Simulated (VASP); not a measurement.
# CaO (P6_3/mmc) in VASP: further runs

CaO is run at these levels: PBEsol, BLYP, LDA; tasks: single point.

Everything below comes from runs of VASP 6.6.1. Logs are shortened: lines on timing, memory, paths and dates and some standing lists are left out, and cuts for length are marked.

**1. The cell of the first run**

Symmetry: P6_3/mmc, No. 194, hexagonal system. The conventional cell has a = 3.992 Å, b = 3.992 Å, c = 4.785 Å, α = 90.00°, β = 90.00°, γ = 120.00°. Ca (site symmetry -6m2) has 5 O at 2.30 to 2.39 Å within 3.0 Å. Within 3.0 Å of O (site symmetry -6m2) lie 5 Ca at 2.30 to 2.39 Å.

**2. Single point, PBEsol**

File INCAR:

```
PREC = Accurate
ENCUT = 520
EDIFF = 1E-6
ISMEAR = 0
SIGMA = 0.01
LREAL = False
LASPH = True
NELM = 60
ALGO = Normal
ISIF = 2
LWAVE = False
LCHARG = False
GGA = PS
NBANDS = 24
```

File KPOINTS:

```
regular mesh
0
Gamma
  6 6 6
```

File POSCAR:

```
CaO
1.0
    3.9919760000      0.0000000000      0.0000000000
   -1.9959880000      3.4571520000      0.0000000000
    0.0000000000      0.0000000000      4.7848400000
Ca O
2 2
Direct
    0.3333333333      0.6666666667      0.7500000000
    0.6666666667      0.3333333333      0.2500000000
    0.3333333333      0.6666666667      0.2500000000
    0.6666666667      0.3333333333      0.7500000000
```

Potentials or basis: VASP PAW PBE potentials, release 64 (Ca_sv, O).

On the command line:

```console
cat potpaw_PBE.64/Ca_sv/POTCAR potpaw_PBE.64/O/POTCAR > POTCAR
mpirun -np 1 vasp_std > vasp.out
```

OUTCAR:

```text
PREC = Accurate
   ENCUT = 520
   EDIFF = 1E-6
   ISMEAR = 0
   LREAL = False
   LASPH = True
   NELM = 60
   ISIF = 2
   GGA = PS

 ion  position               nearest neighbor table
   1  0.333  0.667  0.750-   4 2.30   4 2.30   4 2.30   3 2.39   3 2.39
   2  0.667  0.333  0.250-   3 2.30   3 2.30   3 2.30   4 2.39   4 2.39
   3  0.333  0.667  0.250-   2 2.30   2 2.30   2 2.30   1 2.39   1 2.39
   4  0.667  0.333  0.750-   1 2.30   1 2.30   1 2.30   2 2.39   2 2.39

  LATTYP: Found a hexagonal cell.
 ALAT       =     3.9919760000
 C/A-ratio  =     1.1986144205

  Lattice vectors:

 A1 = (   3.9919760000,   0.0000000000,   0.0000000000)
 A2 = (  -1.9959880000,   3.4571520000,   0.0000000000)
 A3 = (   0.0000000000,   0.0000000000,   4.7848400000)

Analysis of symmetry for initial positions (statically):
=====================================================================
 Subroutine PRICEL returns:
 Original cell was already a primitive cell.

 Routine SETGRP: Setting up the symmetry group for a
 hexagonal supercell.

 Subroutine GETGRP returns: Found 24 space group operations
 (whereof 12 operations were pure point group operations)
 out of a pool of 24 trial point group operations.

The static configuration has the point symmetry D_3d.
 The point group associated with its full space group is D_6h.

Analysis of symmetry for dynamics (positions and initial velocities):
=====================================================================
 Subroutine PRICEL returns:
 Original cell was already a primitive cell.

 Routine SETGRP: Setting up the symmetry group for a
 hexagonal supercell.

 Subroutine GETGRP returns: Found 24 space group operations
 (whereof 12 operations were pure point group operations)
 out of a pool of 24 trial point group operations.

The dynamic configuration has the point symmetry D_3d.
 The point group associated with its full space group is D_6h.

 Subroutine INISYM returns: Found 24 space group operations
 (whereof 12 operations are pure point group operations),
 and found     1 'primitive' translations

----------------------------------------------------------------------------------------

                                     Primitive cell

  volume of cell :      66.0349

  direct lattice vectors                    reciprocal lattice vectors
     3.991976000  0.000000000  0.000000000     0.250502508  0.144627717  0.000000000
    -1.995988000  3.457152000  0.000000000     0.000000000  0.289255433  0.000000000
     0.000000000  0.000000000  4.784840000     0.000000000  0.000000000  0.208993404

  length of vectors
     3.991976000  3.991975457  4.784840000     0.289255394  0.289255433  0.208993404

  position of ions in fractional coordinates (direct lattice)
     0.333333333  0.666666667  0.750000000
     0.666666667  0.333333333  0.250000000
     0.333333333  0.666666667  0.250000000
     0.666666667  0.333333333  0.750000000

  ion indices of the primitive-cell ions
   primitive index   ion index
                 1           1
                 2           2
                 3           3
                 4           4

----------------------------------------------------------------------------------------

 KPOINTS: regular mesh

Automatic generation of k-mesh.
 Grid dimensions read from file:
 generate k-points for:    6    6    6

 Generating k-lattice:

  Cartesian coordinates                     Fractional coordinates (reciprocal lattice)
     0.041750418  0.024104619  0.000000000     0.166666667 -0.000000000  0.000000000
     0.000000000  0.048209239  0.000000000     0.000000000  0.166666667  0.000000000
     0.000000000  0.000000000  0.034832234     0.000000000  0.000000000  0.166666667

  Length of vectors
     0.048209232  0.048209239  0.034832234

  Shift w.r.t. Gamma in fractional coordinates (k-lattice)
     0.000000000  0.000000000  0.000000000

 Subroutine IBZKPT returns following result:
 ===========================================

 Found     28 irreducible k-points:

 Following reciprocal coordinates:
            Coordinates               Weight
  0.000000  0.000000  0.000000      1.000000
  0.166667  0.000000  0.000000      6.000000
  0.333333  0.000000  0.000000      6.000000
  0.500000  0.000000  0.000000      3.000000
  0.166667  0.166667  0.000000      6.000000
  0.333333  0.166667  0.000000     12.000000
[... 16 lines left out ...]
  0.166667  0.000000  0.500000      6.000000
  0.333333  0.000000  0.500000      6.000000
 [... further k-points ...]
   k-points           NKPTS =     28   k-points in BZ     NKDIM =     28   number of bands    NBANDS=     24
   number of dos      NEDOS =    301   number of ions     NIONS =      4
   total plane-waves  NPLWV =  32400
   dimension x,y,z NGX =    30 NGY =   30 NGZ =   36
   dimension x,y,z NGXF=    60 NGYF=   60 NGZF=   72
   ions per type =               2   2
   NGX,Y,Z   is equivalent  to a cutoff of  12.49, 12.49, 12.51 a.u.
   NGXF,Y,Z  is equivalent  to a cutoff of  24.99, 24.99, 25.02 a.u.
 SYSTEM =  unknown system
   PREC   = accura    normal or accurate (medium, high low for compatibility)
   ISTART =      0    job   : 0-new  1-cont  2-samecut
   ICHARG =      2    charge: 1-file 2-atom 10-const
   ISPIN  =      1    spin polarized calculation?
   LNONCOLLINEAR =      F non collinear calculations
   LSORBIT =      F    spin-orbit coupling
   LASPH  =      T    aspherical Exc in radial PAW
   ENCUT  =  520.0 eV  38.22 Ry    6.18 a.u.   7.42  7.42  8.90*2*pi/ulx,y,z
   NELM   =     60;   NELMIN=  2; NELMDL= -5     # of ELM steps
   EDIFF  = 0.1E-05   stopping-criterion for ELM
   LREAL  =      F    real-space projection
[... 7 lines left out ...]
   TEBEG  =    0.0;   TEEND  =   0.0 temperature during run
   PSTRESS=    0.0 pullay stress
   NELECT =      32.0000    total number of electrons
   NUPDOWN=      -1.0000    fix difference up-down
   EMIN   =  10.00;   EMAX   =-10.00  energy-range for DOS
   EFERMI =   0.00;   METHOD = LEGACY
   ISMEAR =     0;   SIGMA  =   0.01  broadening in eV -4-tet -1-fermi 0-gaus
   EFERMI_NEDOS =   21; number of points for ismear=-14 and -15
   IALGO  =     38    algorithm
   IMIX   =      4    mixing-type and parameters
     AMIX     =   0.40;   BMIX     =  1.00
     AMIX_MAG =   1.60;   BMIX_MAG =  1.00
  volume/ion in A,a.u.               =      16.51       111.41
  Fermi-wavevector in a.u.,A,eV,Ry     =   1.285879  2.429960 22.497038  1.653486
  Thomas-Fermi vector in A             =   2.417987
   LORBIT       =      0    0 simple, 1 ext, 2 COOP (PROOUT), +10 PAW based schemes
   GGA     = PS    functional components
   LHFCALC =     F    Hartree Fock is set to
   AEXX    =    0.0000 exact exchange contribution
   IVDW    =     0    specifies the selected vdW correction
   LEPSILON=     F    determine dielectric tensor
   LRPA    =     F    only Hartree local field effects (RPA)
 non-spin polarized calculation
 Gauss-broadening in eV      SIGMA  =   0.01
  energy-cutoff  :      520.00
  volume of cell :       66.03
 maximum number of plane-waves:      1811
 NGX is ok and might be reduce to    30
   NGX = 15   NGY = 15   NGZ = 17

 number of electron      31.9999992 magnetization

 Free energy of the ion-electron system (eV)
  ---------------------------------------------------
  ext. energy  EPLUGINS =         0.00000000
  ---------------------------------------------------
  free energy    TOTEN  =       -26.45545979 eV

  energy without entropy =      -26.45545979  energy(sigma->0) =      -26.45545979

 E-fermi :   1.2498     XC(G=0):  -9.6425

 val. band max:        1.1943807119   @ k =   0.0000   0.0000   0.0000
 cond. band min:       4.2262295860   @ k =   0.0000   0.0000   0.0000
 fundamental gap:      3.0318488741
 Fermi energy:         1.2497513555

 k-point     1 :       0.0000    0.0000    0.0000
  band No.  band energies     occupation
      1     -36.2237      2.00000
      2     -36.0883      2.00000
      3     -17.6586      2.00000
      4     -17.4075      2.00000
      5     -17.4075      2.00000
      6     -17.2049      2.00000
[... 16 lines left out ...]
     23       9.6800      0.00000
     24       9.7454      0.00000

 k-point     2 :       0.1667    0.0000    0.0000
  band No.  band energies     occupation
      1     -36.2124      2.00000
      2     -36.0930      2.00000
      3     -17.6207      2.00000
      4     -17.5226      2.00000
      5     -17.4307      2.00000
      6     -17.3452      2.00000
[... 16 lines left out ...]
     23       9.2840      0.00000
     24       9.5569      0.00000

 k-point     3 :       0.3333    0.0000    0.0000
  band No.  band energies     occupation
      1     -36.1851      2.00000
      2     -36.1070      2.00000
      3     -17.7337      2.00000
      4     -17.5849      2.00000
      5     -17.5246      2.00000
      6     -17.4732      2.00000
[... 16 lines left out ...]
     23       9.4034      0.00000
     24       9.5817      0.00000

 k-point     4 :       0.5000    0.0000    0.0000
  band No.  band energies     occupation
      1     -36.1651      2.00000
      2     -36.1202      2.00000
      3     -17.8318      2.00000
      4     -17.6893      2.00000
      5     -17.4931      2.00000
      6     -17.4490      2.00000
[... 16 lines left out ...]
     23       9.6467      0.00000
     24       9.7343      0.00000

 k-point     5 :       0.1667    0.1667    0.0000
  band No.  band energies     occupation
      1     -36.1928      2.00000
      2     -36.1026      2.00000
      3     -17.6606      2.00000
      4     -17.5544      2.00000
      5     -17.5526      2.00000
      6     -17.4547      2.00000
[... 16 lines left out ...]
     23       9.4024      0.00000
     24       9.5368      0.00000

 k-point     6 :       0.3333    0.1667    0.0000
  band No.  band energies     occupation
      1     -36.1652      2.00000
      2     -36.1202      2.00000
      3     -17.7887      2.00000
      4     -17.6949      2.00000
      5     -17.5231      2.00000
      6     -17.4495      2.00000
[... 16 lines left out ...]
     23       9.3136      0.00000
     24       9.7819      0.00000
[... 379 lines left out ...]
 k-point    21 :       0.3333    0.3333    0.3333
  band No.  band energies     occupation
      1     -36.1401      2.00000
      2     -36.1401      2.00000
      3     -18.0498      2.00000
      4     -18.0498      2.00000
      5     -17.4923      2.00000
      6     -17.3198      2.00000
[... 16 lines left out ...]
     23       9.7341      0.00000
     24       9.7341      0.00000

 k-point    22 :       0.0000    0.0000    0.5000
  band No.  band energies     occupation
      1     -36.1554      2.00000
      2     -36.1554      2.00000
      3     -17.5879      2.00000
      4     -17.5879      2.00000
      5     -17.3054      2.00000
      6     -17.3054      2.00000
[... 16 lines left out ...]
     23      10.3127      0.00000
     24      10.3127      0.00000

 k-point    23 :       0.1667    0.0000    0.5000
  band No.  band energies     occupation
      1     -36.1519      2.00000
      2     -36.1519      2.00000
      3     -17.7584      2.00000
      4     -17.7584      2.00000
      5     -17.3162      2.00000
      6     -17.3162      2.00000
[... 16 lines left out ...]
     23       9.8116      0.00000
     24       9.8116      0.00000

 k-point    24 :       0.3333    0.0000    0.5000
  band No.  band energies     occupation
      1     -36.1450      2.00000
      2     -36.1450      2.00000
      3     -17.9962      2.00000
      4     -17.9962      2.00000
      5     -17.3378      2.00000
      6     -17.3378      2.00000
[... 16 lines left out ...]
     23       9.5417      0.00000
     24       9.5417      0.00000

 [... further k-points ...]

------------------------ aborting loop because EDIFF is reached ----------------------------------------

  FORCE on cell =-STRESS in cart. coord.  units (eV):
  Direction    XX          YY          ZZ          XY          YZ          ZX
  --------------------------------------------------------------------------------------
  -------------------------------------------------------------------------------------
  Total       -0.7456204     -0.7456201     -0.8317858      0.0000000      0.0000000      0.0000000
  in kB      -18.0906654    -18.0906588    -20.1812588      0.0000000      0.0000000      0.0000000
  external PRESSURE =     -18.7875277 kB  Pullay stress =       0.0000000 kB

 VOLUME and BASIS-vectors are now :
 -----------------------------------------------------------------------------
  energy-cutoff  :      520.00
  volume of cell :       66.03
      direct lattice vectors                 reciprocal lattice vectors
     3.991976000  0.000000000  0.000000000     0.250502508  0.144627717  0.000000000
    -1.995988000  3.457152000  0.000000000     0.000000000  0.289255433  0.000000000
     0.000000000  0.000000000  4.784840000     0.000000000  0.000000000  0.208993404

 POSITION                                       TOTAL-FORCE (eV/Angst)
 -----------------------------------------------------------------------------------
     -0.00000      2.30477      3.58863        -0.000000     -0.000000      0.000000
      1.99599      1.15238      1.19621         0.000000      0.000000      0.000000
     -0.00000      2.30477      1.19621        -0.000000     -0.000000     -0.000000
      1.99599      1.15238      3.58863         0.000000      0.000000     -0.000000
 -----------------------------------------------------------------------------------
    total drift:                                0.000000      0.000000     -0.000000

  FREE ENERGIE OF THE ION-ELECTRON SYSTEM (eV)
  ---------------------------------------------------
  free  energy   TOTEN  =       -26.4554597894 eV

  energy  without entropy=      -26.4554597894  energy(sigma->0) =      -26.45545979
```

Wall time 46 s (1 thread of Intel Xeon Platinum 8375C at 2.90GHz (Ice Lake), shared host); peak memory 0.19 GiB.

What came out:

```
Free energy            : -26.4555 eV
Pressure               : -1.9 GPa
Band gap on the k mesh : 3.03 eV
```

Levels at points of the mesh, in eV from the valence-band top:
| k point | band 13 | band 14 | band 15 | band 16 | band 17 | band 18 | band 19 | band 20 |
| --- | --- | --- | --- | --- | --- | --- | --- | --- |
| (0.00, 0.00, 0.00) | -1.16 | -1.16 | -1.11 | 0.00 | 3.03 | 6.09 | 6.09 | 7.68 |
| (0.50, 0.00, 0.00) | -0.86 | -0.85 | -0.61 | -0.39 | 4.59 | 5.18 | 5.19 | 7.60 |
| (0.00, 0.00, 0.50) | -1.31 | -1.31 | -1.31 | -1.31 | 4.86 | 4.86 | 7.76 | 7.76 |
| (0.50, 0.00, 0.50) | -1.07 | -1.07 | -0.77 | -0.77 | 5.26 | 5.26 | 7.29 | 7.29 |

Caveat: the PAW data sets were made with another functional, which shifts forces and pressure a little. A k mesh can miss the band edges.

**3. Single point, BLYP**

File INCAR:

```
PREC = Accurate
ENCUT = 520
EDIFF = 1E-6
ISMEAR = 0
SIGMA = 0.01
LREAL = F
LASPH = T
NELM = 60
ALGO = Normal
ISIF = 2
LWAVE = F
LCHARG = F
GGA = B5
ALDAX = 1.0
AGGAX = 1.0
AGGAC = 1.0
ALDAC = 0.0
NBANDS = 24
```

KPOINTS is that of step 2.

POSCAR is that of step 2.

Potentials or basis: VASP PAW PBE potentials, release 64 (Ca_sv, O).

On the command line:

```console
cat potpaw_PBE.64/Ca_sv/POTCAR potpaw_PBE.64/O/POTCAR > POTCAR
mpirun -np 1 vasp_std > vasp.out
```

Wall time 55 s (1 thread of Intel Xeon Platinum 8375C at 2.90GHz (Ice Lake), shared host); peak memory 0.2 GiB.

Results (log left out):

- Free energy: -24.4135 eV
- Pressure: 3.7 GPa
- Band gap on the k mesh: 3.37 eV

Stress tensor (GPa, compression positive):
```
3.45 0.00 0.00
0.00 3.45 0.00
0.00 0.00 4.11
```

Levels at points of the mesh, in eV from the valence-band top:
```tsv
k point	band 12	band 13	band 14	band 15	band 16	band 17	band 18	band 19	band 20	band 21
(0.00, 0.00, 0.00)	-1.19	-1.15	-1.15	-1.06	0.00	3.37	6.11	6.11	7.65	7.68
(0.50, 0.00, 0.00)	-1.05	-0.84	-0.82	-0.58	-0.38	4.78	5.23	5.31	7.56	7.61
(0.00, 0.00, 0.50)	-1.55	-1.28	-1.28	-1.28	-1.28	5.12	5.12	7.69	7.69	7.69
(0.50, 0.00, 0.50)	-2.03	-1.05	-1.05	-0.75	-0.75	5.45	5.45	7.26	7.26	7.87
```

Caveat: the cell stands under pressure; the PAW data sets were made with another functional, which shifts forces and pressure a little.

**4. Single point, LDA**

File INCAR:

```
PREC     = Accurate       # precision mode
ENCUT    = 520            # plane-wave cutoff, eV
EDIFF    = 1E-6           # SCF threshold, eV
ISMEAR   = 0              # smearing method
SIGMA    = 0.01           # smearing width, eV
LREAL    = False          # projectors in reciprocal space
LASPH    = True           # aspherical terms in the spheres
NELM     = 80             # most SCF steps
ALGO     = Normal         # electronic algorithm
ISIF     = 2              # what is computed and relaxed
LWAVE    = False          # write WAVECAR
LCHARG   = False          # write CHGCAR
NBANDS   = 24             # bands
```

KPOINTS is that of step 3.

POSCAR is that of step 3.

Potentials or basis: VASP PAW LDA potentials, release 64 (Ca_sv, O).

On the command line:

```console
cat potpaw_LDA.64/Ca_sv/POTCAR potpaw_LDA.64/O/POTCAR > POTCAR
mpirun -np 1 vasp_std > vasp.out
```

Wall time 35 s (1 thread of Intel Xeon Platinum 8375C at 2.90GHz (Ice Lake), shared host); peak memory 0.17 GiB.

The run converged. Its results:

| Quantity | Value |
| --- | --- |
| Free energy | -27.9398 eV |
| Pressure | -5.1 GPa |
| Band gap on the k mesh | 3.00 eV |

Stress tensor (GPa, compression positive):
```
-4.88  0.00  0.00
 0.00 -4.88  0.00
 0.00  0.00 -5.61
```

Levels at points of the mesh, in eV from the valence-band top:
| k point | band 12 | band 13 | band 14 | band 15 | band 16 | band 17 | band 18 | band 19 | band 20 | band 21 |
| --- | --- | --- | --- | --- | --- | --- | --- | --- | --- | --- |
| (0.00, 0.00, 0.00) | -1.21 | -1.17 | -1.17 | -1.10 | 0.00 | 3.00 | 6.01 | 6.01 | 7.63 | 7.66 |
| (0.50, 0.00, 0.00) | -1.09 | -0.86 | -0.85 | -0.61 | -0.39 | 4.53 | 5.10 | 5.11 | 7.54 | 7.62 |
| (0.00, 0.00, 0.50) | -1.62 | -1.32 | -1.32 | -1.32 | -1.32 | 4.81 | 4.81 | 7.68 | 7.68 | 7.68 |
| (0.50, 0.00, 0.50) | -2.13 | -1.08 | -1.08 | -0.77 | -0.77 | 5.20 | 5.20 | 7.21 | 7.21 | 7.88 |

Caveat: the cell stands under tension. A k mesh can miss the band edges.

**5. The runs side by side**

```tsv
level	potentials or basis	gap on the mesh (eV)	pressure (GPa)
PBEsol	VASP PAW PBE potentials, release 64 (Ca_sv, O)	3.03	-1.9
BLYP	VASP PAW PBE potentials, release 64 (Ca_sv, O)	3.37	3.7
LDA	VASP PAW LDA potentials, release 64 (Ca_sv, O)	3.00	-5.1
```

Alike in all rows: task single point; no spin polarisation; cell as given; k mesh 6 × 6 × 6; cutoff (eV) 520; smearing gaussian 0.01 eV.

Caveats: the PAW data sets were made with another functional, which shifts forces and pressure a little (at least some runs); the cell stands under pressure (at least some runs); the cell stands under tension (at least some runs).

Total energies depend on the potentials used, so only differences within one code and one set of settings carry meaning.
